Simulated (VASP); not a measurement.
Fe:

```
Fe
1.0
     0.00000    1.94174    1.96511
     1.49844    0.00000    1.96511
     1.49844    1.94174    0.00000
Fe
1
Direct
  0.00000 0.00000 0.00000
```

Base run:

| Property | Result |
| --- | --- |
| Program | VASP 6.6.1 |
| Functional | r2SCAN |
| Potentials or basis | VASP PAW PBE potentials, release 64 (Fe) |
| Cutoff | 520 eV |
| k mesh | 14 × 14 × 14 |
| Occupations | fermi-dirac, width 0.1 eV |
| Spin | collinear spin, ferromagnetic start |
| Starting moments | [1.74] μB |
| Fixed moment | 1.74 μB |

Its results: pressure -12.5 GPa; site moments Fe +1.79 μB.

Question: The run is repeated on the same cell with these changes: fixed moment from 1.74 μB to 2.33 μB; moments at the start from [1.74] to [2.33]. What comes out?

Answer: Pressure -2.3 GPa; site moments Fe +2.39 μB.

Caveats: the PAW data sets were made with another functional, which shifts forces and pressure a little; the total moment is fixed, so each spin has its own Fermi level; the cell stands under tension (at least some runs).
